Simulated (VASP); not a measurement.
# CdPd (P4/mmm) in VASP: relaxation of volume and atoms at fixed shape with LDA

Aim: the relaxation of volume and atoms at fixed shape of CdPd with LDA.

Everything below comes from runs of VASP 6.6.1. Logs are shortened: lines on timing, memory, paths and dates and some standing lists are left out, and cuts for length are marked.

### Step 1. The cell of the first run

It takes space group P4/mmm (No. 123, tetragonal). Conventional cell: a = 3.028 Å, b = 3.028 Å, c = 3.631 Å, α = 90.00°, β = 90.00°, γ = 90.00°. Within 3.7 Å of Cd (site symmetry 4/mmm) lie 8 Pd at 2.81 Å and 6 Cd at 3.03 to 3.63 Å. Pd (site symmetry 4/mmm) has 8 Cd at 2.81 Å and 6 Pd at 3.03 to 3.63 Å within 3.7 Å.

### Step 2. Relaxation of volume and atoms at fixed shape, LDA

INCAR reads:

```
  PREC = Accurate
  ENCUT = 630
  EDIFF = 1E-7
  ISMEAR = 0
  SIGMA = 0.1
  LREAL = False
  LASPH = True
  NELM = 120
  ALGO = Normal
  ISIF = 8
  LWAVE = False
  LCHARG = False
  IBRION = 2
  NSW = 80
  EDIFFG = -0.02
  GGA_COMPAT = False
  NELMIN = 4
```

KPOINTS reads:

```
regular mesh
0
Gamma
  7 7 6
```

POSCAR reads:

```
CdPd
1.0
    3.0276000000      0.0000000000      0.0000000000
    0.0000000000      3.0276000000      0.0000000000
    0.0000000000      0.0000000000      3.6310000000
Cd Pd
1 1
Direct
    0.0000000000      0.0000000000      0.0000000000
    0.5000000000      0.5000000000      0.5000000000
```

Potentials or basis: VASP PAW LDA potentials, release 64 (Cd_sv_GW, Pd_sv_GW).

Launch:

```console
> cat potpaw_LDA.64/Cd_sv_GW/POTCAR potpaw_LDA.64/Pd_sv_GW/POTCAR > POTCAR
> mpirun -np 1 vasp_std > vasp.out
```

OUTCAR:

```text
PREC = Accurate
   ENCUT = 630
   EDIFF = 1E-7
   ISMEAR = 0
   LREAL = False
   LASPH = True
   NELM = 120
   ISIF = 8
   IBRION = 2
   NSW = 80
   EDIFFG = -0.02
   NELMIN = 4

 ion  position               nearest neighbor table
   1  0.000  0.000  0.000-
   2  0.500  0.500  0.500-

  LATTYP: Found a simple tetragonal cell.
 ALAT       =     3.0276000000
 C/A-ratio  =     1.1992997754

  Lattice vectors:

 A1 = (   3.0276000000,   0.0000000000,   0.0000000000)
 A2 = (   0.0000000000,   3.0276000000,   0.0000000000)
 A3 = (   0.0000000000,   0.0000000000,   3.6310000000)

Analysis of symmetry for initial positions (statically):
=====================================================================
 Subroutine PRICEL returns:
 Original cell was already a primitive cell.

 Routine SETGRP: Setting up the symmetry group for a
 simple tetragonal supercell.

 Subroutine GETGRP returns: Found 16 space group operations
 (whereof 16 operations were pure point group operations)
 out of a pool of 16 trial point group operations.

The static configuration has the point symmetry D_4h.

Analysis of symmetry for dynamics (positions and initial velocities):
=====================================================================
 Subroutine PRICEL returns:
 Original cell was already a primitive cell.

 Routine SETGRP: Setting up the symmetry group for a
 simple tetragonal supercell.

 Subroutine GETGRP returns: Found 16 space group operations
 (whereof 16 operations were pure point group operations)
 out of a pool of 16 trial point group operations.

The dynamic configuration has the point symmetry D_4h.

 Subroutine INISYM returns: Found 16 space group operations
 (whereof 16 operations are pure point group operations),
 and found     1 'primitive' translations

----------------------------------------------------------------------------------------

                                     Primitive cell

  volume of cell :      33.2831

  direct lattice vectors                    reciprocal lattice vectors
     3.027600000  0.000000000  0.000000000     0.330294623  0.000000000  0.000000000
     0.000000000  3.027600000  0.000000000     0.000000000  0.330294623  0.000000000
     0.000000000  0.000000000  3.631000000     0.000000000  0.000000000  0.275406224

  length of vectors
     3.027600000  3.027600000  3.631000000     0.330294623  0.330294623  0.275406224

  position of ions in fractional coordinates (direct lattice)
     0.000000000  0.000000000  0.000000000
     0.500000000  0.500000000  0.500000000

  ion indices of the primitive-cell ions
   primitive index   ion index
                 1           1
                 2           2

----------------------------------------------------------------------------------------

 KPOINTS: regular mesh

Automatic generation of k-mesh.
 Grid dimensions read from file:
 generate k-points for:    7    7    6

 Generating k-lattice:

  Cartesian coordinates                     Fractional coordinates (reciprocal lattice)
     0.047184946  0.000000000  0.000000000     0.142857143  0.000000000  0.000000000
     0.000000000  0.047184946  0.000000000     0.000000000  0.142857143  0.000000000
     0.000000000  0.000000000  0.045901037     0.000000000  0.000000000  0.166666667

  Length of vectors
     0.047184946  0.047184946  0.045901037

  Shift w.r.t. Gamma in fractional coordinates (k-lattice)
     0.000000000  0.000000000  0.000000000

 Subroutine IBZKPT returns following result:
 ===========================================

 Found     40 irreducible k-points:

 Following reciprocal coordinates:
            Coordinates               Weight
  0.000000  0.000000  0.000000      1.000000
  0.142857  0.000000  0.000000      4.000000
  0.285714  0.000000  0.000000      4.000000
  0.428571  0.000000  0.000000      4.000000
  0.142857  0.142857  0.000000      4.000000
  0.285714  0.142857  0.000000      8.000000
[... 16 lines left out ...]
  0.285714  0.000000  0.333333      8.000000
  0.428571  0.000000  0.333333      8.000000
 [... further k-points ...]
   k-points           NKPTS =     40   k-points in BZ     NKDIM =     40   number of bands    NBANDS=     23
   number of dos      NEDOS =    301   number of ions     NIONS =      2
   total plane-waves  NPLWV =  23520
   dimension x,y,z NGX =    28 NGY =   28 NGZ =   30
   dimension x,y,z NGXF=    56 NGYF=   56 NGZF=   60
   ions per type =               1   1
   NGX,Y,Z   is equivalent  to a cutoff of  15.37, 15.37, 13.74 a.u.
   NGXF,Y,Z  is equivalent  to a cutoff of  30.75, 30.75, 27.47 a.u.
 SYSTEM =  unknown system
   PREC   = accura    normal or accurate (medium, high low for compatibility)
   ISTART =      0    job   : 0-new  1-cont  2-samecut
   ICHARG =      2    charge: 1-file 2-atom 10-const
   ISPIN  =      1    spin polarized calculation?
   LNONCOLLINEAR =      F non collinear calculations
   LSORBIT =      F    spin-orbit coupling
   LASPH  =      T    aspherical Exc in radial PAW
   ENCUT  =  630.0 eV  46.30 Ry    6.80 a.u.   6.20  6.20  7.43*2*pi/ulx,y,z
   NELM   =    120;   NELMIN=  4; NELMDL= -5     # of ELM steps
   EDIFF  = 0.1E-06   stopping-criterion for ELM
   LREAL  =      F    real-space projection
   EDIFFG = -.2E-01   stopping-criterion for IOM
   NSW    =     80    number of steps for IOM
   IBRION =      2    ionic relax: 0-MD 1-quasi-New 2-CG
   NFREE  =      1    steps in history (QN), initial steepest desc. (CG)
   ISIF   =      8    stress and relaxation
   ISYM   =      2    0-nonsym 1-usesym 2-fastsym
   POTIM  = 0.5000    time-step for ionic-motion
   TEBEG  =    0.0;   TEEND  =   0.0 temperature during run
   PSTRESS=    0.0 pullay stress
   NELECT =      38.0000    total number of electrons
   NUPDOWN=      -1.0000    fix difference up-down
   EMIN   =  10.00;   EMAX   =-10.00  energy-range for DOS
   EFERMI =   0.00;   METHOD = LEGACY
   ISMEAR =     0;   SIGMA  =   0.10  broadening in eV -4-tet -1-fermi 0-gaus
   EFERMI_NEDOS =   21; number of points for ismear=-14 and -15
   IALGO  =     38    algorithm
   IMIX   =      4    mixing-type and parameters
     AMIX     =   0.40;   BMIX     =  1.00
     AMIX_MAG =   1.60;   BMIX_MAG =  1.00
  volume/ion in A,a.u.               =      16.64       112.30
  Fermi-wavevector in a.u.,A,eV,Ry     =   1.711046  3.233408 39.833470  2.927677
  Thomas-Fermi vector in A             =   2.789232
   LORBIT       =      0    0 simple, 1 ext, 2 COOP (PROOUT), +10 PAW based schemes
   GGA     = CA    functional components
   LHFCALC =     F    Hartree Fock is set to
   AEXX    =    0.0000 exact exchange contribution
   IVDW    =     0    specifies the selected vdW correction
   LEPSILON=     F    determine dielectric tensor
   LRPA    =     F    only Hartree local field effects (RPA)
 conjugate gradient relaxation of ions
 non-spin polarized calculation
 Gauss-broadening in eV      SIGMA  =   0.10
  energy-cutoff  :      630.00
  volume of cell :       33.28
 maximum number of plane-waves:      1215
 NGX is ok and might be reduce to    28
   NGX = 13   NGY = 13   NGZ = 15

--------------------------------------- Ionic step        1  -------------------------------------------

 number of electron      38.0000010 magnetization

 Free energy of the ion-electron system (eV)
  ---------------------------------------------------
  ext. energy  EPLUGINS =         0.00000000
  ---------------------------------------------------
  free energy    TOTEN  =        -7.43209525 eV

  energy without entropy =       -7.42601744  energy(sigma->0) =       -7.42905635

------------------------ aborting loop because EDIFF is reached ----------------------------------------

  FORCE on cell =-STRESS in cart. coord.  units (eV):
  Direction    XX          YY          ZZ          XY          YZ          ZX
  --------------------------------------------------------------------------------------
  -------------------------------------------------------------------------------------
  Total       -1.3840606     -1.3840606     -1.0298078      0.0000000      0.0000000      0.0000000
  in kB      -66.6257995    -66.6257995    -49.5728078      0.0000000      0.0000000      0.0000000
  external PRESSURE =     -60.9414689 kB  Pullay stress =       0.0000000 kB

 VOLUME and BASIS-vectors are now :
 -----------------------------------------------------------------------------
  energy-cutoff  :      630.00
  volume of cell :       33.28
      direct lattice vectors                 reciprocal lattice vectors
     3.027600000  0.000000000  0.000000000     0.330294623  0.000000000  0.000000000
     0.000000000  3.027600000  0.000000000     0.000000000  0.330294623  0.000000000
     0.000000000  0.000000000  3.631000000     0.000000000  0.000000000  0.275406224
[... 37 lines left out ...]
 POSITION                                       TOTAL-FORCE (eV/Angst)
 -----------------------------------------------------------------------------------
      0.00000      0.00000      0.00000         0.000000      0.000000      0.000000
      1.46757      1.46757      1.76006         0.000000      0.000000      0.000000
 -----------------------------------------------------------------------------------
    total drift:                               -0.000000      0.000000      0.000000

  FREE ENERGIE OF THE ION-ELECTRON SYSTEM (eV)
  ---------------------------------------------------
  free  energy   TOTEN  =        -7.4162814111 eV

  energy  without entropy=       -7.4105068632  energy(sigma->0) =       -7.41339414

--------------------------------------- Ionic step        3  -------------------------------------------

 number of electron      37.9999993 magnetization

 Free energy of the ion-electron system (eV)
  ---------------------------------------------------
  ext. energy  EPLUGINS =         0.00000000
  ---------------------------------------------------
  free energy    TOTEN  =        -7.45937573 eV

  energy without entropy =       -7.45345497  energy(sigma->0) =       -7.45641535

 E-fermi :   8.5637     XC(G=0): -13.4175

 val. band max:        8.5584887971   @ k =   0.4286   0.4286   0.1667
 cond. band min:       8.5688784377   @ k =   0.1429   0.1429   0.3333
 fundamental gap:      0.0103896406
 Fermi energy:         8.5636828511

 k-point     1 :       0.0000    0.0000    0.0000
  band No.  band energies     occupation
      1     -93.6036      2.00000
      2     -75.5185      2.00000
      3     -54.9730      2.00000
      4     -54.9730      2.00000
      5     -54.9560      2.00000
      6     -41.5496      2.00000
[... 15 lines left out ...]
     22      16.5745      0.00000
     23      18.0599      0.00000
[... 575 lines left out ...]
      1     -93.6015      2.00000
      2     -75.5123      2.00000
      3     -55.0076      2.00000
      4     -54.9701      2.00000
      5     -54.9553      2.00000
      6     -41.5648      2.00000
[... 15 lines left out ...]
     22      14.4317      0.00000
     23      22.6207      0.00000

 [... further k-points ...]

------------------------ aborting loop because EDIFF is reached ----------------------------------------

  FORCE on cell =-STRESS in cart. coord.  units (eV):
  Direction    XX          YY          ZZ          XY          YZ          ZX
  --------------------------------------------------------------------------------------
  -------------------------------------------------------------------------------------
  Total       -0.1108938     -0.1108938      0.2186130      0.0000000      0.0000000      0.0000000
  in kB       -5.5664907     -5.5664907     10.9736289      0.0000000      0.0000000      0.0000000
  external PRESSURE =      -0.0531175 kB  Pullay stress =       0.0000000 kB

 VOLUME and BASIS-vectors are now :
 -----------------------------------------------------------------------------
  energy-cutoff  :      630.00
  volume of cell :       31.92
      direct lattice vectors                 reciprocal lattice vectors
     2.985631294  0.000000000  0.000000000     0.334937540  0.000000000  0.000000000
     0.000000000  2.985631294  0.000000000     0.000000000  0.334937540  0.000000000
     0.000000000  0.000000000  3.580666941     0.000000000  0.000000000  0.279277581

 POSITION                                       TOTAL-FORCE (eV/Angst)
 -----------------------------------------------------------------------------------
      0.00000      0.00000      0.00000         0.000000      0.000000      0.000000
      1.49282      1.49282      1.79033         0.000000      0.000000      0.000000
 -----------------------------------------------------------------------------------
    total drift:                                0.000000      0.000000      0.000000

  FREE ENERGIE OF THE ION-ELECTRON SYSTEM (eV)
  ---------------------------------------------------
  free  energy   TOTEN  =        -7.4593757317 eV

  energy  without entropy=       -7.4534549738  energy(sigma->0) =       -7.45641535

 reached required accuracy - stopping structural energy minimisation
```

Wall time 60 s (1 thread of Intel Xeon 6975P-C (Granite Rapids), shared host); peak memory 0.21 GiB.

Results:

* Free energy: -7.4594 eV
* Relaxed volume: 15.96 Å³/atom
* Relaxed cell: a = 2.986 Å, b = 2.986 Å, c = 3.581 Å, α = 90.00°, β = 90.00°, γ = 90.00°
* Space group after relaxing (to 0.1 Å): P4/mmm (No. 123)
* Energy gained by relaxing: 13.6 meV/atom
* Ionic steps: 3
* Pressure after relaxing: 0.0 GPa
* Band gap on the k mesh: zero (bands 19 and 20 overlap by 5.02 eV)

Stress tensor (GPa, compression positive):
```
-0.56  0.00  0.00
 0.00 -0.56  0.00
 0.00  0.00  1.10
```

Step by step:
```csv
step,energy change (eV),largest force (eV/Å),pressure (GPa),volume (Å³)
1,0.0000,0.0000,-6.09,33.28
2,0.0158,0.0000,9.24,30.33
3,-0.0273,0.0000,-0.01,31.92
```

Final structure:
```yaml
crystal:
  lattice:
    - [2.98563, 0.00000, 0.00000]
    - [0.00000, 2.98563, 0.00000]
    - [0.00000, 0.00000, 3.58067]
  atoms:
    - { symbol: Cd, position: [0.00000, 0.00000, 0.00000] }
    - { symbol: Pd, position: [0.50000, 0.50000, 0.50000] }
```

LDA usually gives volumes a few per cent too small. Zero-point motion and thermal expansion aren't in these numbers.
